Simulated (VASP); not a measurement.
# I (Fmmm) in VASP: settings compared

The runs below take I through single point, with PBE, PBEsol+D3(BJ).

Program: VASP 6.6.1. These are calculated values, not measurements. Logs are shortened: lines on timing, memory, paths and dates and some standing lists are left out, and cuts for length are marked.

### 1 The cell of the first run

It takes space group Fmmm (No. 69, orthorhombic). The conventional cell has a = 4.384 Å, b = 4.731 Å, c = 7.820 Å, α = 90.00°, β = 90.00°, γ = 90.00°. I (site symmetry mmm) has 4 I at 3.23 Å within 4.2 Å.

### 2 Single point, PBE

Input file INCAR:

```
SYSTEM = I
PREC = Accurate
ENCUT = 500
EDIFF = 1E-6
ISMEAR = 0
SIGMA = 0.1
LREAL = .FALSE.
LASPH = .TRUE.
NELM = 120
ALGO = Normal
ISIF = 2
LWAVE = .FALSE.
LCHARG = .FALSE.
GGA = PE
ISYM = 0
NBANDS = 10
GGA_COMPAT = .FALSE.
```

Input file KPOINTS:

```
Automatic mesh
0
Gamma
  4 4 4
  0.03 0.22 0.8
```

Input file POSCAR:

```
I
1.0
    0.0000000000      2.3656004428      3.9098401324
    2.1922454667      0.0000000000      3.9098401324
    2.1922454667      2.3656004428      0.0000000000
I
1
Direct
    0.0000000000      0.0000000000      0.0000000000
```

Potentials or basis: VASP PAW PBE potentials, release 64 (I).

Command:

```
$ cat potpaw_PBE.64/I/POTCAR > POTCAR
$ mpirun -np 1 vasp_std > vasp.out
```

OUTCAR:

```text
SYSTEM = I
   PREC = Accurate
   ENCUT = 500
   EDIFF = 1E-6
   ISMEAR = 0
   LREAL = .FALSE.
   LASPH = .TRUE.
   NELM = 120
   ISIF = 2
   GGA = PE
   ISYM = 0

 ion  position               nearest neighbor table
   1  0.000  0.000  0.000-

IMPORTANT INFORMATION: All symmetrisations will be switched off!
NOSYMM: (Re-)initialisation of all symmetry stuff for point group C_1.

----------------------------------------------------------------------------------------

                                     Primitive cell

  volume of cell :      40.5527

  direct lattice vectors                    reciprocal lattice vectors
     0.000000000  2.365600443  3.909840132    -0.228076649  0.211362828  0.127882467
     2.192245467  0.000000000  3.909840132     0.228076649 -0.211362828  0.127882467
     2.192245467  2.365600443  0.000000000     0.228076649  0.211362828 -0.127882467

  length of vectors
     4.569782852  4.482498193  3.225214046     0.336224818  0.336224818  0.336224818

  position of ions in fractional coordinates (direct lattice)
     0.000000000  0.000000000  0.000000000

  ion indices of the primitive-cell ions
   primitive index   ion index
                 1           1

----------------------------------------------------------------------------------------

 KPOINTS: Automatic mesh

Automatic generation of k-mesh.
 Grid dimensions read from file:
 generate k-points for:    4    4    4

 Generating k-lattice:

  Cartesian coordinates                     Fractional coordinates (reciprocal lattice)
    -0.057019162  0.052840707  0.031970617     0.250000000  0.000000000  0.000000000
     0.057019162 -0.052840707  0.031970617     0.000000000  0.250000000  0.000000000
     0.057019162  0.052840707 -0.031970617     0.000000000  0.000000000  0.250000000

  Length of vectors
     0.084056205  0.084056205  0.084056205

  Shift w.r.t. Gamma in fractional coordinates (k-lattice)
     0.030000000  0.220000000  0.800000000

 Subroutine IBZKPT returns following result:
 ===========================================

 Found    256 irreducible k-points:

 Following reciprocal coordinates:
            Coordinates               Weight
  0.007500  0.055000 -0.050000      2.000000
 -0.007500 -0.057500  0.047500      2.000000
 -0.105000 -0.055000 -0.047500      2.000000
  0.105000  0.057500  0.050000      2.000000
  0.257500  0.055000 -0.050000      2.000000
 -0.257500 -0.307500 -0.202500      2.000000
[... 16 lines left out ...]
 -0.355000 -0.305000 -0.047500      2.000000
  0.355000  0.307500  0.050000      2.000000
 [... further k-points ...]
   k-points           NKPTS =    256   k-points in BZ     NKDIM =    256   number of bands    NBANDS=     10
   number of dos      NEDOS =    301   number of ions     NIONS =      1
   total plane-waves  NPLWV =  31104
   dimension x,y,z NGX =    36 NGY =   36 NGZ =   24
   dimension x,y,z NGXF=    72 NGYF=   72 NGZF=   48
   ions per type =               1
   NGX,Y,Z   is equivalent  to a cutoff of  13.10, 13.35, 12.37 a.u.
   NGXF,Y,Z  is equivalent  to a cutoff of  26.19, 26.70, 24.74 a.u.
 SYSTEM =  I
   PREC   = accura    normal or accurate (medium, high low for compatibility)
   ISTART =      0    job   : 0-new  1-cont  2-samecut
   ICHARG =      2    charge: 1-file 2-atom 10-const
   ISPIN  =      1    spin polarized calculation?
   LNONCOLLINEAR =      F non collinear calculations
   LSORBIT =      F    spin-orbit coupling
   LASPH  =      T    aspherical Exc in radial PAW
   ENCUT  =  500.0 eV  36.75 Ry    6.06 a.u.   8.33  8.17  5.88*2*pi/ulx,y,z
   NELM   =    120;   NELMIN=  2; NELMDL= -5     # of ELM steps
   EDIFF  = 0.1E-05   stopping-criterion for ELM
   LREAL  =      F    real-space projection
   EDIFFG = 0.1E-04   stopping-criterion for IOM
   NSW    =      0    number of steps for IOM
   IBRION =     -1    ionic relax: 0-MD 1-quasi-New 2-CG
   NFREE  =      0    steps in history (QN), initial steepest desc. (CG)
   ISIF   =      2    stress and relaxation
   ISYM   =      0    0-nonsym 1-usesym 2-fastsym
   POTIM  = 0.5000    time-step for ionic-motion
   TEBEG  =    0.0;   TEEND  =   0.0 temperature during run
   PSTRESS=    0.0 pullay stress
   NELECT =       7.0000    total number of electrons
   NUPDOWN=      -1.0000    fix difference up-down
   EMIN   =  10.00;   EMAX   =-10.00  energy-range for DOS
   EFERMI =   0.00;   METHOD = LEGACY
   ISMEAR =     0;   SIGMA  =   0.10  broadening in eV -4-tet -1-fermi 0-gaus
   EFERMI_NEDOS =   21; number of points for ismear=-14 and -15
   IALGO  =     38    algorithm
   IMIX   =      4    mixing-type and parameters
     AMIX     =   0.40;   BMIX     =  1.00
     AMIX_MAG =   1.60;   BMIX_MAG =  1.00
  volume/ion in A,a.u.               =      40.55       273.66
  Fermi-wavevector in a.u.,A,eV,Ry     =   0.911523  1.722529 11.304731  0.830874
  Thomas-Fermi vector in A             =   2.035812
   LORBIT       =      0    0 simple, 1 ext, 2 COOP (PROOUT), +10 PAW based schemes
   GGA     = PE    functional components
   LHFCALC =     F    Hartree Fock is set to
   AEXX    =    0.0000 exact exchange contribution
   IVDW    =     0    specifies the selected vdW correction
   LEPSILON=     F    determine dielectric tensor
   LRPA    =     F    only Hartree local field effects (RPA)
 non-spin polarized calculation
 Gauss-broadening in eV      SIGMA  =   0.10
  energy-cutoff  :      500.00
  volume of cell :       40.55
 maximum number of plane-waves:      1046
 NGX is ok and might be reduce to    36
   NGX = 17   NGY = 17   NGZ = 11

 number of electron       7.0000000 magnetization

 Free energy of the ion-electron system (eV)
  ---------------------------------------------------
  ext. energy  EPLUGINS =         0.00000000
  ---------------------------------------------------
  free energy    TOTEN  =        -1.56574375 eV

  energy without entropy =       -1.56574375  energy(sigma->0) =       -1.56574375

 E-fermi :   3.4220     XC(G=0):  -8.2608

 val. band max:        2.9641135167   @ k =   0.4925  -0.0575  -0.4525
 cond. band min:       3.8374571085   @ k =   0.3950   0.4450  -0.0475
 fundamental gap:      0.8733435918
 Fermi energy:         3.4219720455

 k-point     1 :       0.0075    0.0550   -0.0500
  band No.  band energies     occupation
      1     -10.3338      2.00000
      2       1.4912      2.00000
      3       4.0547      0.00000
      4       4.3364      0.00000
      5       8.2806      0.00000
      6      11.2471      0.00000
      7      11.9323      0.00000
      8      14.9054      0.00000
      9      15.0078      0.00000
     10      17.2197      0.00000

 k-point     2 :      -0.0075   -0.0575    0.0475
  band No.  band energies     occupation
      1     -10.3338      2.00000
      2       1.4912      2.00000
      3       4.0547      0.00000
      4       4.3364      0.00000
      5       8.2806      0.00000
      6      11.2471      0.00000
      7      11.9323      0.00000
      8      14.9054      0.00000
      9      15.0078      0.00000
     10      17.2197      0.00000

 k-point     3 :      -0.1050   -0.0550   -0.0475
  band No.  band energies     occupation
      1     -10.3338      2.00000
      2       1.4912      2.00000
      3       4.0547      0.00000
      4       4.3364      0.00000
      5       8.2806      0.00000
      6      11.2471      0.00000
      7      11.9323      0.00000
      8      14.9054      0.00000
      9      15.0078      0.00000
     10      17.2197      0.00000

 k-point     4 :       0.1050    0.0575    0.0500
  band No.  band energies     occupation
      1     -10.3338      2.00000
      2       1.4912      2.00000
      3       4.0547      0.00000
      4       4.3364      0.00000
      5       8.2806      0.00000
      6      11.2471      0.00000
      7      11.9323      0.00000
      8      14.9054      0.00000
      9      15.0078      0.00000
     10      17.2197      0.00000

 k-point     5 :       0.2575    0.0550   -0.0500
  band No.  band energies     occupation
      1      -9.8925      2.00000
      2       1.0668      2.00000
      3       1.7130      2.00000
      4       4.2967      0.00000
      5       9.6903      0.00000
      6      11.9006      0.00000
      7      12.5339      0.00000
      8      14.9554      0.00000
      9      15.6310      0.00000
     10      17.9606      0.00000

 k-point     6 :      -0.2575   -0.3075   -0.2025
  band No.  band energies     occupation
      1      -9.8925      2.00000
      2       1.0668      2.00000
      3       1.7130      2.00000
      4       4.2967      0.00000
      5       9.6903      0.00000
      6      11.9006      0.00000
      7      12.5339      0.00000
      8      14.9554      0.00000
      9      15.6310      0.00000
     10      17.9606      0.00000
[... 183 lines left out ...]
 k-point    21 :       0.2575    0.3050   -0.0500
  band No.  band energies     occupation
      1     -10.1788      2.00000
      2       0.0403      2.00000
      3       3.9037      0.00000
      4       4.2134      0.00000
      5      10.9022      0.00000
      6      11.2926      0.00000
      7      11.5991      0.00000
      8      16.5535      0.00000
      9      16.6701      0.00000
     10      18.8207      0.00000

 k-point    22 :      -0.2575   -0.3075    0.0475
  band No.  band energies     occupation
      1     -10.1788      2.00000
      2       0.0403      2.00000
      3       3.9037      0.00000
      4       4.2134      0.00000
      5      10.9022      0.00000
      6      11.2926      0.00000
      7      11.5991      0.00000
      8      16.5535      0.00000
      9      16.6701      0.00000
     10      18.8203      0.00000

 k-point    23 :      -0.3550   -0.3050   -0.0475
  band No.  band energies     occupation
      1     -10.1788      2.00000
      2       0.0403      2.00000
      3       3.9037      0.00000
      4       4.2134      0.00000
      5      10.9022      0.00000
      6      11.2926      0.00000
      7      11.5991      0.00000
      8      16.5535      0.00000
      9      16.6701      0.00000
     10      18.8203      0.00000

 k-point    24 :       0.3550    0.3075    0.0500
  band No.  band energies     occupation
      1     -10.1788      2.00000
      2       0.0403      2.00000
      3       3.9037      0.00000
      4       4.2134      0.00000
      5      10.9022      0.00000
      6      11.2926      0.00000
      7      11.5991      0.00000
      8      16.5535      0.00000
      9      16.6701      0.00000
     10      18.8203      0.00000

 [... further k-points ...]

------------------------ aborting loop because EDIFF is reached ----------------------------------------

  FORCE on cell =-STRESS in cart. coord.  units (eV):
  Direction    XX          YY          ZZ          XY          YZ          ZX
  --------------------------------------------------------------------------------------
  -------------------------------------------------------------------------------------
  Total       -0.1199980     -0.2963194      0.2272351      0.0000222      0.0000026      0.0000022
  in kB       -4.7409443    -11.7071477      8.9777267      0.0008764      0.0001028      0.0000860
  external PRESSURE =      -2.4901217 kB  Pullay stress =       0.0000000 kB

 VOLUME and BASIS-vectors are now :
 -----------------------------------------------------------------------------
  energy-cutoff  :      500.00
  volume of cell :       40.55
      direct lattice vectors                 reciprocal lattice vectors
     0.000000000  2.365600443  3.909840132    -0.228076649  0.211362828  0.127882467
     2.192245467  0.000000000  3.909840132     0.228076649 -0.211362828  0.127882467
     2.192245467  2.365600443  0.000000000     0.228076649  0.211362828 -0.127882467

 POSITION                                       TOTAL-FORCE (eV/Angst)
 -----------------------------------------------------------------------------------
      0.00000      0.00000      0.00000        -0.000000     -0.000000     -0.000000
 -----------------------------------------------------------------------------------
    total drift:                               -0.000000     -0.000000     -0.000000

  FREE ENERGIE OF THE ION-ELECTRON SYSTEM (eV)
  ---------------------------------------------------
  free  energy   TOTEN  =        -1.5657437517 eV

  energy  without entropy=       -1.5657437517  energy(sigma->0) =       -1.56574375
```

Wall time 2.3 min (1 thread of Intel Xeon 8259CL, shared host); peak memory 0.24 GiB.

What came out:

```
Free energy : -1.5657 eV
Pressure    : -0.2 GPa
```

Caveat: the k points lie up to 0.53 Å⁻¹ apart; spin-orbit coupling is left out, which moves the levels of the heavy elements; an odd number of electrons without spin polarisation forces a metal; a magnetic or distorted state may lie lower.

### 3 Single point, PBE

This run uses another cell than the first one, of 35.24 Å³/atom, 0.869 times its volume.

Input file INCAR:

```
SYSTEM = I
  ALGO = Normal
  EDIFF = 1E-6
  ENCUT = 500
  GGA = PE
  GGA_COMPAT = .False.
  ISIF = 2
  ISMEAR = 0
  LASPH = .True.
  LCHARG = .True.
  LELF = .True.
  LREAL = .False.
  LVHAR = .True.
  LWAVE = .False.
  NBANDS = 10
  NELM = 120
  PREC = Accurate
  SIGMA = 0.1
```

Input file KPOINTS:

```
k-points
0
Gamma
  6 6 6
  0 0 0
```

Input file POSCAR:

```
I
1.0
    0.0000000000      2.2574318679      3.7310602219
    2.0920036576      0.0000000000      3.7310602219
    2.0920036576      2.2574318679      0.0000000000
I
1
Direct
    0.0000000000      0.0000000000      0.0000000000
```

Potentials or basis: VASP PAW PBE potentials, release 64 (I).

Command:

```
$ cat potpaw_PBE.64/I/POTCAR > POTCAR
$ mpirun -np 1 vasp_std > vasp.out
```

Run time: 31 s. Hardware: 1 thread of Intel Xeon 8259CL, shared host; peak memory 0.16 GiB.

The run converged. Its results:

- Free energy: -1.2434 eV
- Pressure: 5.8 GPa

Stress tensor (GPa, compression positive):
```
7.63 0.00 0.00
0.00 8.18 0.00
0.00 0.00 1.69
```

Levels at points of the mesh, in eV from the Fermi level:
```csv
k point,band 2,band 3,band 4,band 5,band 6,band 7
"(0.00, 0.00, 0.00)",-2.12,1.29,1.64,4.43,7.55,8.89
"(0.50, 0.00, 0.00)",-6.02,-1.91,2.51,4.43,9.60,11.22
"(0.50, 0.50, 0.00)",-4.84,0.97,1.34,6.94,7.72,11.89
"(0.50, 0.00, 0.50)",-5.00,-3.88,-0.31,3.51,6.40,9.80
"(0.00, 0.50, 0.50)",-4.60,-4.27,-0.71,3.41,5.45,10.64
```

Caveat: the k points lie up to 0.37 Å⁻¹ apart; spin-orbit coupling is left out, which moves the levels of the heavy elements; an odd number of electrons without spin polarisation forces a metal; a magnetic or distorted state may lie lower.

### 4 Single point, PBE

Input file INCAR:

```
  PREC = Accurate
  ENCUT = 500
  EDIFF = 1E-6
  ISMEAR = -1
  SIGMA = 0.0086
  LREAL = False
  LASPH = True
  NELM = 120
  ALGO = Normal
  ISIF = 2
  LWAVE = False
  LCHARG = True
  GGA = PE
  LELF = True
  LVHAR = True
  NBANDS = 10
  GGA_COMPAT = False
```

Input file KPOINTS:

```
Automatic mesh
0
Gamma
  6 6 6
```

Input file POSCAR:

```
I
1.0
    0.0000000000      2.3656004428      3.9098401324
    2.1922454667      0.0000000000      3.9098401324
    2.1922454667      2.3656004428      0.0000000000
I
1
Direct
    0.0000000000      0.0000000000      0.0000000000
```

Potentials or basis: VASP PAW PBE potentials, release 64 (I).

Command:

```
$ cat potpaw_PBE.64/I/POTCAR > POTCAR
$ mpirun -np 1 vasp_std > vasp.out
```

OUTCAR:

```text
PREC = Accurate
   ENCUT = 500
   EDIFF = 1E-6
   ISMEAR = -1
   LREAL = False
   LASPH = True
   NELM = 120
   ISIF = 2
   GGA = PE

 ion  position               nearest neighbor table
   1  0.000  0.000  0.000-

  LATTYP: Found a face centered orthorhombic cell.
 ALAT       =     4.3844909334
 B/A-ratio  =     1.0790764441
 C/A-ratio  =     1.7834864717

  Lattice vectors:

 A1 = (   0.0000000000,   2.3656004428,   3.9098401324)
 A2 = (   2.1922454667,   0.0000000000,   3.9098401324)
 A3 = (   2.1922454667,   2.3656004428,   0.0000000000)

Analysis of symmetry for initial positions (statically):
=====================================================================
 Subroutine PRICEL returns:
 Original cell was already a primitive cell.

 Routine SETGRP: Setting up the symmetry group for a
 face centered orthorhombic supercell.

 Subroutine GETGRP returns: Found  8 space group operations
 (whereof  8 operations were pure point group operations)
 out of a pool of  8 trial point group operations.

[... 164 lines left out ...]
 fundamental gap:      0.0525448518
 Fermi energy:         3.1836263134

 k-point     1 :       0.0000    0.0000    0.0000
  band No.  band energies     occupation
      1     -10.3882      2.00000
      2       1.5500      2.00000
      3       4.2554      0.00000
      4       4.5553      0.00000
      5       8.0344      0.00000
      6      10.9716      0.00000
      7      11.6891      0.00000
      8      15.6040      0.00000
      9      15.9208      0.00000
     10      15.9309      0.00000
[... 287 lines left out ...]
 k-point    24 :       0.5000    0.3333    0.1667
  band No.  band energies     occupation
      1      -9.7012      2.00000
      2       0.3987      2.00000
      3       2.4427      2.00000
      4       2.6831      2.00000
      5      11.5559      0.00000
      6      13.0083      0.00000
      7      13.3603      0.00000
      8      14.8497      0.00000
      9      15.1426      0.00000
     10      16.3095      0.00000

 [... further k-points ...]

------------------------ aborting loop because EDIFF is reached ----------------------------------------

  FORCE on cell =-STRESS in cart. coord.  units (eV):
  Direction    XX          YY          ZZ          XY          YZ          ZX
  --------------------------------------------------------------------------------------
  -------------------------------------------------------------------------------------
  Total        0.1583836      0.0644324      0.2026335     -0.0000000      0.0000000      0.0000000
  in kB        6.2575069      2.5456290      8.0057536     -0.0000000      0.0000000      0.0000000
  external PRESSURE =       5.6029632 kB  Pullay stress =       0.0000000 kB

 VOLUME and BASIS-vectors are now :
 -----------------------------------------------------------------------------
  energy-cutoff  :      500.00
  volume of cell :       40.55
      direct lattice vectors                 reciprocal lattice vectors
     0.000000000  2.365600443  3.909840132    -0.228076649  0.211362828  0.127882467
     2.192245467  0.000000000  3.909840132     0.228076649 -0.211362828  0.127882467
     2.192245467  2.365600443  0.000000000     0.228076649  0.211362828 -0.127882467

 POSITION                                       TOTAL-FORCE (eV/Angst)
 -----------------------------------------------------------------------------------
      0.00000      0.00000      0.00000         0.000000      0.000000      0.000000
 -----------------------------------------------------------------------------------
    total drift:                                0.000000      0.000000      0.000000

  FREE ENERGIE OF THE ION-ELECTRON SYSTEM (eV)
  ---------------------------------------------------
  free  energy   TOTEN  =        -1.3351473867 eV

  energy  without entropy=       -1.3346731522  energy(sigma->0) =       -1.33491027
```

Wall time 27 s (1 thread of Intel Xeon 8259CL, shared host); peak memory 0.18 GiB.

Results:

```
Free energy : -1.3351 eV
Pressure    : 0.6 GPa
```

Stress tensor (GPa, compression positive):
```
0.63 0.00 0.00
0.00 0.25 0.00
0.00 0.00 0.80
```

Caveat: spin-orbit coupling is left out, which moves the levels of the heavy elements; an odd number of electrons without spin polarisation forces a metal; a magnetic or distorted state may lie lower.

(Part 1 of 2 ends here.)
